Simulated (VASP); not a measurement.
# SnRu (P-6m2) in VASP: notebook

SnRu is run at these levels: PBE; tasks: single point, relaxation of cell and atoms.

Everything below comes from runs of VASP 6.6.1. Logs are shortened: lines on timing, memory, paths and dates and some standing lists are left out, and cuts for length are marked.

### Step 1. The cell of the first run

Symmetry: P-6m2, No. 187, hexagonal system. Conventional cell: a = 3.247 Å, b = 3.247 Å, c = 3.934 Å, α = 90.00°, β = 90.00°, γ = 120.00°. Within 3.6 Å of Sn (site symmetry -6m2) lie 6 Ru at 2.72 Å and 6 Sn at 3.25 Å. Ru (site symmetry -6m2) has 6 Sn at 2.72 Å and 6 Ru at 3.25 Å within 3.6 Å.

### Step 2. Single point, PBE, collinear spin, ferromagnetic start

INCAR reads:

```
PREC = Accurate ; ENCUT = 520
EDIFF = 1E-6 ; ISMEAR = 0
SIGMA = 0.1 ; LREAL = F
LASPH = T ; NELM = 150
ALGO = Normal ; ISIF = 2
LWAVE = F ; LCHARG = F
ISPIN = 2 ; MAGMOM = 0 1
LORBIT = 11 ; LMAXMIX = 4
GGA = PE ; NBANDS = 25
```

KPOINTS reads:

```
Automatic mesh
0
Gamma
  6 6 4
```

POSCAR reads:

```
SnRu
1.0
    3.2472714031      0.0000000000      0.0000000000
   -1.6236357016      2.8122195281      0.0000000000
    0.0000000000      0.0000000000      3.9338529520
Sn Ru
1 1
Direct
    0.6666666667      0.3333333333      0.5000000000
    0.3333333333      0.6666666667      0.0000000000
```

Potentials or basis: VASP PAW PBE potentials, release 64 (Sn_d, Ru_pv).

Command:

```sh
$ cat potpaw_PBE.64/Sn_d/POTCAR potpaw_PBE.64/Ru_pv/POTCAR > POTCAR
$ mpirun -np 1 vasp_std > vasp.out
```

OUTCAR:

```text
PREC = Accurate
   ENCUT = 520
   EDIFF = 1E-6
   ISMEAR = 0
   LREAL = F
   LASPH = T
   NELM = 150
   ISIF = 2
   ISPIN = 2
   LORBIT = 11
   GGA = PE

 ion  position               nearest neighbor table
   1  0.667  0.333  0.500-   2 2.72   2 2.72   2 2.72   2 2.72   2 2.72   2 2.72
   2  0.333  0.667  0.000-   1 2.72   1 2.72   1 2.72   1 2.72   1 2.72   1 2.72

  LATTYP: Found a hexagonal cell.
 ALAT       =     3.2472714031
 C/A-ratio  =     1.2114333740

  Lattice vectors:

 A1 = (   3.2472714031,   0.0000000000,   0.0000000000)
 A2 = (  -1.6236357016,   2.8122195281,   0.0000000000)
 A3 = (   0.0000000000,   0.0000000000,   3.9338529520)

Analysis of symmetry for initial positions (statically):
=====================================================================
 Subroutine PRICEL returns:
 Original cell was already a primitive cell.

 Routine SETGRP: Setting up the symmetry group for a
 hexagonal supercell.

 Subroutine GETGRP returns: Found 12 space group operations
 (whereof 12 operations were pure point group operations)
 out of a pool of 24 trial point group operations.

The static configuration has the point symmetry D_3h.

Analysis of symmetry for dynamics (positions and initial velocities):
=====================================================================
 Subroutine PRICEL returns:
 Original cell was already a primitive cell.

 Routine SETGRP: Setting up the symmetry group for a
 hexagonal supercell.

 Subroutine GETGRP returns: Found 12 space group operations
 (whereof 12 operations were pure point group operations)
 out of a pool of 24 trial point group operations.

The dynamic configuration has the point symmetry D_3h.

Analysis of structural, dynamic, and magnetic symmetry:
=====================================================================
 Subroutine PRICEL returns:
 Original cell was already a primitive cell.

 Routine SETGRP: Setting up the symmetry group for a
 hexagonal supercell.

 Subroutine GETGRP returns: Found 12 space group operations
 (whereof 12 operations were pure point group operations)
 out of a pool of 24 trial point group operations.

The overall configuration has the point symmetry D_3h.

 Subroutine INISYM returns: Found 12 space group operations
 (whereof 12 operations are pure point group operations),
 and found     1 'primitive' translations

----------------------------------------------------------------------------------------

                                     Primitive cell

  volume of cell :      35.9241

  direct lattice vectors                    reciprocal lattice vectors
     3.247271403  0.000000000  0.000000000     0.307950853  0.177795508  0.000000000
    -1.623635702  2.812219528  0.000000000     0.000000000  0.355591016  0.000000000
     0.000000000  0.000000000  3.933852952     0.000000000  0.000000000  0.254203706

  length of vectors
     3.247271403  3.247271403  3.933852952     0.355591016  0.355591016  0.254203706

  position of ions in fractional coordinates (direct lattice)
     0.666666667  0.333333333  0.500000000
     0.333333333  0.666666667  0.000000000

  ion indices of the primitive-cell ions
   primitive index   ion index
                 1           1
                 2           2

----------------------------------------------------------------------------------------

 KPOINTS: Automatic mesh

Automatic generation of k-mesh.
 Grid dimensions read from file:
 generate k-points for:    6    6    4

 Generating k-lattice:

  Cartesian coordinates                     Fractional coordinates (reciprocal lattice)
     0.051325142  0.029632585  0.000000000     0.166666667  0.000000000  0.000000000
     0.000000000  0.059265169  0.000000000     0.000000000  0.166666667  0.000000000
     0.000000000  0.000000000  0.063550927     0.000000000  0.000000000  0.250000000

  Length of vectors
     0.059265169  0.059265169  0.063550927

  Shift w.r.t. Gamma in fractional coordinates (k-lattice)
     0.000000000  0.000000000  0.000000000

 Subroutine IBZKPT returns following result:
 ===========================================

 Found     21 irreducible k-points:

 Following reciprocal coordinates:
            Coordinates               Weight
  0.000000  0.000000  0.000000      1.000000
  0.166667  0.000000  0.000000      6.000000
  0.333333  0.000000  0.000000      6.000000
  0.500000  0.000000  0.000000      3.000000
  0.166667  0.166667  0.000000      6.000000
  0.333333  0.166667  0.000000     12.000000
[... 13 lines left out ...]
  0.333333  0.166667  0.500000     12.000000
  0.333333  0.333333  0.500000      2.000000
   k-points           NKPTS =     21   k-points in BZ     NKDIM =     21   number of bands    NBANDS=     25
   number of dos      NEDOS =    301   number of ions     NIONS =      2
   total plane-waves  NPLWV =  17280
   dimension x,y,z NGX =    24 NGY =   24 NGZ =   30
   dimension x,y,z NGXF=    48 NGYF=   48 NGZF=   60
   ions per type =               1   1
   NGX,Y,Z   is equivalent  to a cutoff of  12.29, 12.29, 12.68 a.u.
   NGXF,Y,Z  is equivalent  to a cutoff of  24.57, 24.57, 25.36 a.u.
 SYSTEM =  unknown system
   PREC   = accura    normal or accurate (medium, high low for compatibility)
   ISTART =      0    job   : 0-new  1-cont  2-samecut
   ICHARG =      2    charge: 1-file 2-atom 10-const
   ISPIN  =      2    spin polarized calculation?
   LNONCOLLINEAR =      F non collinear calculations
   LSORBIT =      F    spin-orbit coupling
   LASPH  =      T    aspherical Exc in radial PAW
   ENCUT  =  520.0 eV  38.22 Ry    6.18 a.u.   6.04  6.04  7.31*2*pi/ulx,y,z
   NELM   =    150;   NELMIN=  2; NELMDL= -5     # of ELM steps
   EDIFF  = 0.1E-05   stopping-criterion for ELM
   LREAL  =      F    real-space projection
   EDIFFG = 0.1E-04   stopping-criterion for IOM
   NSW    =      0    number of steps for IOM
   IBRION =     -1    ionic relax: 0-MD 1-quasi-New 2-CG
   NFREE  =      0    steps in history (QN), initial steepest desc. (CG)
   ISIF   =      2    stress and relaxation
   ISYM   =      2    0-nonsym 1-usesym 2-fastsym
   POTIM  = 0.5000    time-step for ionic-motion
   TEBEG  =    0.0;   TEEND  =   0.0 temperature during run
   PSTRESS=    0.0 pullay stress
   NELECT =      28.0000    total number of electrons
   NUPDOWN=      -1.0000    fix difference up-down
   EMIN   =  10.00;   EMAX   =-10.00  energy-range for DOS
   EFERMI =   0.00;   METHOD = LEGACY
   ISMEAR =     0;   SIGMA  =   0.10  broadening in eV -4-tet -1-fermi 0-gaus
   EFERMI_NEDOS =   21; number of points for ismear=-14 and -15
   IALGO  =     38    algorithm
   IMIX   =      4    mixing-type and parameters
     AMIX     =   0.40;   BMIX     =  1.00
     AMIX_MAG =   1.60;   BMIX_MAG =  1.00
  volume/ion in A,a.u.               =      17.96       121.21
  Fermi-wavevector in a.u.,A,eV,Ry     =   1.506603  2.847067 30.883225  2.269853
  Thomas-Fermi vector in A             =   2.617299
   LORBIT       =     11    0 simple, 1 ext, 2 COOP (PROOUT), +10 PAW based schemes
   GGA     = PE    functional components
   LHFCALC =     F    Hartree Fock is set to
   AEXX    =    0.0000 exact exchange contribution
   IVDW    =     0    specifies the selected vdW correction
   LEPSILON=     F    determine dielectric tensor
   LRPA    =     F    only Hartree local field effects (RPA)
 spin polarized calculation
 Gauss-broadening in eV      SIGMA  =   0.10
  energy-cutoff  :      520.00
  volume of cell :       35.92
 maximum number of plane-waves:       978
   NGX = 13   NGY = 13   NGZ = 15

 number of electron      27.9999987 magnetization       0.0013928

 number of electron      27.9999987 magnetization      -0.0000111

 Free energy of the ion-electron system (eV)
  ---------------------------------------------------
  ext. energy  EPLUGINS =         0.00000000
  ---------------------------------------------------
  free energy    TOTEN  =       -12.96028379 eV

  energy without entropy =      -12.95722680  energy(sigma->0) =      -12.95875530

 E-fermi :  11.2414     XC(G=0): -12.3774

 val. band max:       11.1637203923   @ k =   0.3333   0.3333   0.0000
 cond. band min:      11.3187739053   @ k =   0.5000   0.0000   0.0000
 fundamental gap:      0.1550535130
 Fermi energy:        11.2414149980

 spin component 1

 k-point     1 :       0.0000    0.0000    0.0000
  band No.  band energies     occupation
      1     -31.2643      1.00000
      2     -31.0499      1.00000
      3     -31.0499      1.00000
      4     -10.4460      1.00000
      5     -10.4460      1.00000
      6     -10.3724      1.00000
[... 17 lines left out ...]
     24      27.8771      0.00000
     25      28.3250      0.00000
[... 536 lines left out ...]
      2     -31.1322      1.00000
      3     -31.1302      1.00000
      4     -10.3522      1.00000
      5     -10.3494      1.00000
      6     -10.3477      1.00000
[... 17 lines left out ...]
     24      27.8077      0.00000
     25      29.9124      0.00000
 Fermi energy:        11.2414149980

 spin component 2

 k-point     1 :       0.0000    0.0000    0.0000
  band No.  band energies     occupation
      1     -31.2643      1.00000
      2     -31.0500      1.00000
      3     -31.0500      1.00000
      4     -10.4460      1.00000
      5     -10.4460      1.00000
      6     -10.3724      1.00000
[... 17 lines left out ...]
     24      27.8772      0.00000
     25      28.3250      0.00000
[... 537 lines left out ...]
      3     -31.1302      1.00000
      4     -10.3522      1.00000
      5     -10.3494      1.00000
      6     -10.3477      1.00000
[... 17 lines left out ...]
     24      27.8078      0.00000
     25      29.9125      0.00000

------------------------ aborting loop because EDIFF is reached ----------------------------------------

  FORCE on cell =-STRESS in cart. coord.  units (eV):
  Direction    XX          YY          ZZ          XY          YZ          ZX
  --------------------------------------------------------------------------------------
  -------------------------------------------------------------------------------------
  Total        0.0891179      0.0891179      0.0853464     -0.0000000      0.0000000      0.0000000
  in kB        3.9745660      3.9745660      3.8063611     -0.0000000      0.0000000      0.0000000
  external PRESSURE =       3.9184977 kB  Pullay stress =       0.0000000 kB

 VOLUME and BASIS-vectors are now :
 -----------------------------------------------------------------------------
  energy-cutoff  :      520.00
  volume of cell :       35.92
      direct lattice vectors                 reciprocal lattice vectors
     3.247271403  0.000000000  0.000000000     0.307950853  0.177795508  0.000000000
    -1.623635702  2.812219528  0.000000000     0.000000000  0.355591016  0.000000000
     0.000000000  0.000000000  3.933852952     0.000000000  0.000000000  0.254203706

 POSITION                                       TOTAL-FORCE (eV/Angst)
 -----------------------------------------------------------------------------------
      1.62364      0.93741      1.96693         0.000000      0.000000      0.000000
     -0.00000      1.87481      0.00000        -0.000000      0.000000      0.000000
 -----------------------------------------------------------------------------------
    total drift:                                0.000000     -0.000000      0.000000

  FREE ENERGIE OF THE ION-ELECTRON SYSTEM (eV)
  ---------------------------------------------------
  free  energy   TOTEN  =       -12.9602837879 eV

  energy  without entropy=      -12.9572268029  energy(sigma->0) =      -12.95875530

 total charge

# of ion       s       p       d       tot
------------------------------------------
    1        1.125   1.235  10.082  12.442
    2        0.267   6.173   6.180  12.619
--------------------------------------------------
tot          1.392   7.408  16.261  25.061

 magnetization (x)

# of ion       s       p       d       tot
------------------------------------------
    1        0.000   0.000  -0.000   0.000
    2        0.000   0.000  -0.000  -0.000
--------------------------------------------------
tot          0.000   0.000  -0.000  -0.000
```

Wall time 13 s (1 thread of Intel Xeon 6975P-C (Granite Rapids), shared host); peak memory 0.17 GiB.

Results:

```yaml
Free_energy: -12.9603 eV
Pressure: 0.4 GPa
Band_gap_on_the_k_mesh: zero (filled and empty bands overlap)
Net_moment: 0.00 μB per cell
Valence_electrons_inside_the_program's_atomic_spheres: Sn 12.44; Ru 12.62
```

Caveat: the k points lie up to 0.40 Å⁻¹ apart; spin-orbit coupling is left out, which moves the levels of the heavy elements.

### Step 3. Single point, PBE

INCAR reads:

```
PREC     = Accurate       # precision mode
ENCUT    = 520            # plane-wave cutoff, eV
EDIFF    = 1E-7           # SCF threshold, eV
ISMEAR   = 0              # smearing method
SIGMA    = 0.1            # smearing width, eV
LREAL    = False          # projectors in reciprocal space
LASPH    = True           # aspherical terms in the spheres
NELM     = 100            # most SCF steps
ALGO     = Fast           # electronic algorithm
ISIF     = 2              # what is computed and relaxed
LWAVE    = False          # write WAVECAR
LCHARG   = True           # write CHGCAR
GGA      = PE             # functional
LELF     = True           # ELF
LVHAR    = True         
NBANDS   = 21             # bands
```

KPOINTS reads:

```
regular mesh
0
Gamma
  18 18 14
```

POSCAR reads:

```
SnRu
1.0
    3.2160769028      0.0000000000      0.0000000000
   -1.6080384514      2.7852042983      0.0000000000
    0.0000000000      0.0000000000      4.0047480662
Sn Ru
1 1
Direct
    0.6666666667      0.3333333333      0.5000000000
    0.3333333333      0.6666666667      0.0000000000
```

Potentials or basis: VASP PAW PBE potentials, release 64 (Sn_d, Ru_pv).

Command:

```sh
$ cat potpaw_PBE.64/Sn_d/POTCAR potpaw_PBE.64/Ru_pv/POTCAR > POTCAR
$ mpirun -np 1 vasp_std > vasp.out
```

It took 78 s on 1 thread of Intel Xeon 6975P-C (Granite Rapids), shared host; peak memory 0.32 GiB.

Results (log left out):

- Free energy: -12.9246 eV
- Pressure: 0.0 GPa
- Band gap on the k mesh: zero (band 14 reaches 11.67 eV, above the bottom of band 15 at 9.86 eV)

Levels at points of the mesh, in eV from the Fermi level:
```csv
k point,band 12,band 13,band 14,band 15,band 16,band 17
"(0.00, 0.00, 0.00)",-1.88,-1.06,-0.80,-0.80,5.29,8.43
"(0.50, 0.00, 0.00)",-2.88,-1.05,0.27,1.46,3.22,5.10
"(0.00, 0.00, 0.50)",-1.58,-1.58,-1.11,-1.11,8.32,8.32
"(0.50, 0.00, 0.50)",-2.16,-1.25,-0.56,0.31,2.01,3.80
```

Caveat: spin-orbit coupling is left out, which moves the levels of the heavy elements.

(Part 1 of 2 ends here.)
